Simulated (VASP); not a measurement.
# CaBr (P-6m2) in VASP: further runs

Runs on CaBr. Level: PBE. Tasks: single point.

Program: VASP 6.6.1. These are calculated values, not measurements. Logs are shortened: lines on timing, memory, paths and dates and some standing lists are left out, and cuts for length are marked.

## 1. The cell of the first run

Symmetry: P-6m2, No. 187, hexagonal system. Conventional cell: a = 3.754 Å, b = 3.754 Å, c = 4.160 Å, α = 90.00°, β = 90.00°, γ = 120.00°. Within 4.2 Å of Ca (site symmetry -6m2) lie 6 Br at 3.00 Å and 8 Ca at 3.75 to 4.16 Å. Br (site symmetry -6m2) has 6 Ca at 3.00 Å and 8 Br at 3.75 to 4.16 Å within 4.2 Å.

## 2. Single point, PBE

Input file INCAR:

```
SYSTEM = CaBr
  PREC = Accurate
  ENCUT = 520
  EDIFF = 1E-7
  ISMEAR = -1
  SIGMA = 0.05
  LREAL = .False.
  LASPH = .True.
  NELM = 60
  ALGO = Normal
  ISIF = 2
  LWAVE = .False.
  LCHARG = .True.
  GGA = PE
  LELF = .True.
  LVHAR = .True.
  NBANDS = 16
```

Input file KPOINTS:

```
regular mesh
0
Gamma
  9 9 7
  0 0 0
```

Input file POSCAR:

```
CaBr
1.0
    3.7536197624      0.0000000000      0.0000000000
   -1.8768098812      3.2507300721      0.0000000000
    0.0000000000      0.0000000000      4.1599433016
Ca Br
1 1
Direct
    0.0000000000      0.0000000000      0.0000000000
    0.3333333333      0.6666666667      0.5000000000
```

Potentials or basis: VASP PAW PBE potentials, release 64 (Ca_sv, Br).

Started as:

```
> cat potpaw_PBE.64/Ca_sv/POTCAR potpaw_PBE.64/Br/POTCAR > POTCAR
> mpirun -np 1 vasp_std > vasp.out
```

OUTCAR:

```text
SYSTEM = CaBr
   PREC = Accurate
   ENCUT = 520
   EDIFF = 1E-7
   ISMEAR = -1
   LREAL = .False.
   LASPH = .True.
   NELM = 60
   ISIF = 2
   GGA = PE

 ion  position               nearest neighbor table
   1  0.000  0.000  0.000-
   2  0.333  0.667  0.500-

  LATTYP: Found a hexagonal cell.
 ALAT       =     3.7536197624
 C/A-ratio  =     1.1082484548

  Lattice vectors:

 A1 = (   3.7536197624,   0.0000000000,   0.0000000000)
 A2 = (  -1.8768098812,   3.2507300721,   0.0000000000)
 A3 = (   0.0000000000,   0.0000000000,   4.1599433016)

Analysis of symmetry for initial positions (statically):
=====================================================================
 Subroutine PRICEL returns:
 Original cell was already a primitive cell.

 Routine SETGRP: Setting up the symmetry group for a
 hexagonal supercell.

 Subroutine GETGRP returns: Found 12 space group operations
 (whereof 12 operations were pure point group operations)
 out of a pool of 24 trial point group operations.

The static configuration has the point symmetry D_3h.

Analysis of symmetry for dynamics (positions and initial velocities):
=====================================================================
 Subroutine PRICEL returns:
 Original cell was already a primitive cell.

 Routine SETGRP: Setting up the symmetry group for a
 hexagonal supercell.

 Subroutine GETGRP returns: Found 12 space group operations
 (whereof 12 operations were pure point group operations)
 out of a pool of 24 trial point group operations.

The dynamic configuration has the point symmetry D_3h.

 Subroutine INISYM returns: Found 12 space group operations
 (whereof 12 operations are pure point group operations),
 and found     1 'primitive' translations

----------------------------------------------------------------------------------------

                                     Primitive cell

  volume of cell :      50.7596

  direct lattice vectors                    reciprocal lattice vectors
     3.753619762  0.000000000  0.000000000     0.266409510  0.153811602  0.000000000
    -1.876809881  3.250730072  0.000000000     0.000000000  0.307623204  0.000000000
     0.000000000  0.000000000  4.159943302     0.000000000  0.000000000  0.240387892

  length of vectors
     3.753619762  3.753619764  4.159943302     0.307623204  0.307623204  0.240387892

  position of ions in fractional coordinates (direct lattice)
     0.000000000  0.000000000  0.000000000
     0.333333333  0.666666667  0.500000000

  ion indices of the primitive-cell ions
   primitive index   ion index
                 1           1
                 2           2

----------------------------------------------------------------------------------------

 KPOINTS: regular mesh

Automatic generation of k-mesh.
 Grid dimensions read from file:
 generate k-points for:    9    9    7

 Generating k-lattice:

  Cartesian coordinates                     Fractional coordinates (reciprocal lattice)
     0.029601057  0.017090178  0.000000000     0.111111111  0.000000000  0.000000000
     0.000000000  0.034180356  0.000000000     0.000000000  0.111111111  0.000000000
     0.000000000  0.000000000  0.034341127     0.000000000  0.000000000  0.142857143

  Length of vectors
     0.034180356  0.034180356  0.034341127

  Shift w.r.t. Gamma in fractional coordinates (k-lattice)
     0.000000000  0.000000000  0.000000000

 Subroutine IBZKPT returns following result:
 ===========================================

 Found     48 irreducible k-points:

 Following reciprocal coordinates:
            Coordinates               Weight
  0.000000  0.000000  0.000000      1.000000
  0.111111  0.000000  0.000000      6.000000
  0.222222  0.000000  0.000000      6.000000
  0.333333  0.000000  0.000000      6.000000
  0.444444  0.000000  0.000000      6.000000
  0.111111  0.111111  0.000000      6.000000
[... 16 lines left out ...]
  0.333333  0.222222  0.142857     24.000000
  0.333333  0.333333  0.142857      4.000000
 [... further k-points ...]
   k-points           NKPTS =     48   k-points in BZ     NKDIM =     48   number of bands    NBANDS=     16
   number of dos      NEDOS =    301   number of ions     NIONS =      2
   total plane-waves  NPLWV =  25088
   dimension x,y,z NGX =    28 NGY =   28 NGZ =   32
   dimension x,y,z NGXF=    56 NGYF=   56 NGZF=   64
   ions per type =               1   1
   NGX,Y,Z   is equivalent  to a cutoff of  12.40, 12.40, 12.79 a.u.
   NGXF,Y,Z  is equivalent  to a cutoff of  24.80, 24.80, 25.58 a.u.
 SYSTEM =  CaBr
   PREC   = accura    normal or accurate (medium, high low for compatibility)
   ISTART =      0    job   : 0-new  1-cont  2-samecut
   ICHARG =      2    charge: 1-file 2-atom 10-const
   ISPIN  =      1    spin polarized calculation?
   LNONCOLLINEAR =      F non collinear calculations
   LSORBIT =      F    spin-orbit coupling
   LASPH  =      T    aspherical Exc in radial PAW
   ENCUT  =  520.0 eV  38.22 Ry    6.18 a.u.   6.98  6.98  7.73*2*pi/ulx,y,z
   NELM   =     60;   NELMIN=  2; NELMDL= -5     # of ELM steps
   EDIFF  = 0.1E-06   stopping-criterion for ELM
   LREAL  =      F    real-space projection
   EDIFFG = 0.1E-05   stopping-criterion for IOM
   NSW    =      0    number of steps for IOM
   IBRION =     -1    ionic relax: 0-MD 1-quasi-New 2-CG
   NFREE  =      0    steps in history (QN), initial steepest desc. (CG)
   ISIF   =      2    stress and relaxation
   ISYM   =      2    0-nonsym 1-usesym 2-fastsym
   POTIM  = 0.5000    time-step for ionic-motion
   TEBEG  =    0.0;   TEEND  =   0.0 temperature during run
   PSTRESS=    0.0 pullay stress
   NELECT =      17.0000    total number of electrons
   NUPDOWN=      -1.0000    fix difference up-down
   EMIN   =  10.00;   EMAX   =-10.00  energy-range for DOS
   EFERMI =   0.00;   METHOD = LEGACY
   ISMEAR =    -1;   SIGMA  =   0.05  broadening in eV -4-tet -1-fermi 0-gaus
   EFERMI_NEDOS =   21; number of points for ismear=-14 and -15
   IALGO  =     38    algorithm
   IMIX   =      4    mixing-type and parameters
     AMIX     =   0.40;   BMIX     =  1.00
     AMIX_MAG =   1.60;   BMIX_MAG =  1.00
  volume/ion in A,a.u.               =      25.38       171.27
  Fermi-wavevector in a.u.,A,eV,Ry     =   1.136890  2.148410 17.585773  1.292518
  Thomas-Fermi vector in A             =   2.273595
   LORBIT       =      0    0 simple, 1 ext, 2 COOP (PROOUT), +10 PAW based schemes
   GGA     = PE    functional components
   LHFCALC =     F    Hartree Fock is set to
   AEXX    =    0.0000 exact exchange contribution
   IVDW    =     0    specifies the selected vdW correction
   LEPSILON=     F    determine dielectric tensor
   LRPA    =     F    only Hartree local field effects (RPA)
 non-spin polarized calculation
  energy-cutoff  :      520.00
  volume of cell :       50.76
 maximum number of plane-waves:      1383
 NGX is ok and might be reduce to    28
   NGX = 13   NGY = 13   NGZ = 15

 number of electron      17.0000003 magnetization

 Free energy of the ion-electron system (eV)
  ---------------------------------------------------
  ext. energy  EPLUGINS =         0.00000000
  ---------------------------------------------------
  free energy    TOTEN  =        -5.95262533 eV

  energy without entropy =       -5.92723930  energy(sigma->0) =       -5.93993232

 E-fermi :   5.5839     XC(G=0):  -9.3476

 val. band max:        5.5804285606   @ k =   0.3333   0.1111   0.2857
 cond. band min:       5.5989466577   @ k =   0.2222   0.1111   0.4286
 fundamental gap:      0.0185180972
 Fermi energy:         5.5839412622

 k-point     1 :       0.0000    0.0000    0.0000
  band No.  band energies     occupation
      1     -36.4307      2.00000
      2     -17.5409      2.00000
      3     -17.3839      2.00000
      4     -17.3839      2.00000
      5     -12.5169      2.00000
      6      -0.2333      2.00000
[... 8 lines left out ...]
     15      11.8909      0.00000
     16      12.4774      0.00000

 k-point     2 :       0.1111    0.0000    0.0000
  band No.  band energies     occupation
      1     -36.4285      2.00000
      2     -17.5366      2.00000
      3     -17.4120      2.00000
      4     -17.3892      2.00000
      5     -12.4554      2.00000
      6      -0.2365      2.00000
[... 8 lines left out ...]
     15      11.5800      0.00000
     16      12.8251      0.00000

 k-point     3 :       0.2222    0.0000    0.0000
  band No.  band energies     occupation
      1     -36.4232      2.00000
      2     -17.5258      2.00000
      3     -17.4814      2.00000
      4     -17.4027      2.00000
      5     -12.2967      2.00000
      6      -0.5447      2.00000
[... 8 lines left out ...]
     15      11.5419      0.00000
     16      12.8551      0.00000

 k-point     4 :       0.3333    0.0000    0.0000
  band No.  band energies     occupation
      1     -36.4170      2.00000
      2     -17.5577      2.00000
      3     -17.5135      2.00000
      4     -17.4180      2.00000
      5     -12.1101      2.00000
      6      -1.3717      2.00000
[... 8 lines left out ...]
     15      11.7458      0.00000
     16      12.5772      0.00000

 k-point     5 :       0.4444    0.0000    0.0000
  band No.  band energies     occupation
      1     -36.4130      2.00000
      2     -17.6060      2.00000
      3     -17.5055      2.00000
      4     -17.4279      2.00000
      5     -11.9840      2.00000
      6      -1.8422      2.00000
[... 8 lines left out ...]
     15      11.0099      0.00000
     16      12.6743      0.00000

 k-point     6 :       0.1111    0.1111    0.0000
  band No.  band energies     occupation
      1     -36.4248      2.00000
      2     -17.5291      2.00000
      3     -17.4583      2.00000
      4     -17.4010      2.00000
      5     -12.3452      2.00000
      6      -0.2557      2.00000
[... 8 lines left out ...]
     15      11.4780      0.00000
     16      13.0350      0.00000

 k-point     7 :       0.2222    0.1111    0.0000
  band No.  band energies     occupation
      1     -36.4190      2.00000
      2     -17.5253      2.00000
      3     -17.5176      2.00000
      4     -17.4210      2.00000
      5     -12.1721      2.00000
      6      -1.0244      2.00000
[... 8 lines left out ...]
     15      11.6932      0.00000
     16      12.5424      0.00000

 k-point     8 :       0.3333    0.1111    0.0000
  band No.  band energies     occupation
      1     -36.4139      2.00000
      2     -17.5821      2.00000
      3     -17.5074      2.00000
      4     -17.4387      2.00000
      5     -12.0147      2.00000
      6      -1.6013      2.00000
[... 8 lines left out ...]
     15      11.5730      0.00000
     16      12.5193      0.00000

 k-point     9 :       0.4444    0.1111    0.0000
  band No.  band energies     occupation
      1     -36.4119      2.00000
      2     -17.6041      2.00000
      3     -17.5034      2.00000
      4     -17.4458      2.00000
      5     -11.9509      2.00000
      6      -1.8131      2.00000
[... 8 lines left out ...]
     15      11.0068      0.00000
     16      12.6054      0.00000
[... 172 lines left out ...]
 k-point    19 :       0.2222    0.1111    0.1429
  band No.  band energies     occupation
      1     -36.4185      2.00000
      2     -17.5412      2.00000
      3     -17.5135      2.00000
      4     -17.4194      2.00000
      5     -12.1498      2.00000
      6      -0.9951      2.00000
[... 8 lines left out ...]
     15      11.0961      0.00000
     16      12.7114      0.00000

 k-point    20 :       0.3333    0.1111    0.1429
  band No.  band energies     occupation
      1     -36.4134      2.00000
      2     -17.5761      2.00000
      3     -17.5200      2.00000
      4     -17.4369      2.00000
      5     -12.0110      2.00000
      6      -1.5385      2.00000
[... 8 lines left out ...]
     15      11.0294      0.00000
     16      12.6600      0.00000

 k-point    21 :       0.4444    0.1111    0.1429
  band No.  band energies     occupation
      1     -36.4114      2.00000
      2     -17.5966      2.00000
      3     -17.5154      2.00000
      4     -17.4439      2.00000
      5     -11.9547      2.00000
      6      -1.7448      2.00000
[... 8 lines left out ...]
     15      10.8865      0.00000
     16      12.3784      0.00000

 k-point    22 :       0.2222    0.2222    0.1429
  band No.  band energies     occupation
      1     -36.4138      2.00000
      2     -17.5575      2.00000
      3     -17.5200      2.00000
      4     -17.4517      2.00000
      5     -12.0219      2.00000
      6      -1.3175      2.00000
[... 8 lines left out ...]
     15      11.1359      0.00000
     16      12.4874      0.00000

 k-point    23 :       0.3333    0.2222    0.1429
  band No.  band energies     occupation
      1     -36.4108      2.00000
      2     -17.5727      2.00000
      3     -17.5135      2.00000
      4     -17.4785      2.00000
      5     -11.9363      2.00000
      6      -1.4722      2.00000
[... 8 lines left out ...]
     15      10.9787      0.00000
     16      12.5323      0.00000

 k-point    24 :       0.3333    0.3333    0.1429
  band No.  band energies     occupation
      1     -36.4097      2.00000
      2     -17.5555      2.00000
      3     -17.5109      2.00000
      4     -17.5109      2.00000
      5     -11.9068      2.00000
      6      -1.1740      2.00000
[... 8 lines left out ...]
     15      11.9808      0.00000
     16      12.0584      0.00000

 [... further k-points ...]

------------------------ aborting loop because EDIFF is reached ----------------------------------------

  FORCE on cell =-STRESS in cart. coord.  units (eV):
  Direction    XX          YY          ZZ          XY          YZ          ZX
  --------------------------------------------------------------------------------------
  -------------------------------------------------------------------------------------
  Total        1.3524663      1.3524663      1.2752984      0.0000000      0.0000000      0.0000000
  in kB       42.6892414     42.6892414     40.2535127      0.0000000      0.0000000      0.0000000
  external PRESSURE =      41.8773318 kB  Pullay stress =       0.0000000 kB

 VOLUME and BASIS-vectors are now :
 -----------------------------------------------------------------------------
  energy-cutoff  :      520.00
  volume of cell :       50.76
      direct lattice vectors                 reciprocal lattice vectors
     3.753619762  0.000000000  0.000000000     0.266409510  0.153811602  0.000000000
    -1.876809881  3.250730072  0.000000000     0.000000000  0.307623204  0.000000000
     0.000000000  0.000000000  4.159943302     0.000000000  0.000000000  0.240387892

 POSITION                                       TOTAL-FORCE (eV/Angst)
 -----------------------------------------------------------------------------------
      0.00000      0.00000      0.00000         0.000000      0.000000      0.000000
     -0.00000      2.16715      2.07997        -0.000000      0.000000      0.000000
 -----------------------------------------------------------------------------------
    total drift:                                0.000000     -0.000000     -0.000000

  FREE ENERGIE OF THE ION-ELECTRON SYSTEM (eV)
  ---------------------------------------------------
  free  energy   TOTEN  =        -5.9526253336 eV

  energy  without entropy=       -5.9272393043  energy(sigma->0) =       -5.93993232
```

Wall time 53 s (1 thread of Intel Xeon 8259CL, shared host); peak memory 0.19 GiB.

What came out:

```yaml
Free_energy: -5.9526 eV
Pressure: 4.2 GPa
Band_gap_on_the_k_mesh: zero (an odd number of electrons rules out a gap without spin polarisation)
```

Levels at points of the mesh, in eV from the Fermi level:
```
           k point  band 7  band 8  band 9  band 10  band 11  band 12
(0.00, 0.00, 0.00)   -4.72   -4.72   -1.72     0.59     2.57     2.57
```

Caveat: the cell stands under pressure; an odd number of electrons without spin polarisation forces a metal; a magnetic or distorted state may lie lower.

(Part 1 of 3 ends here.)
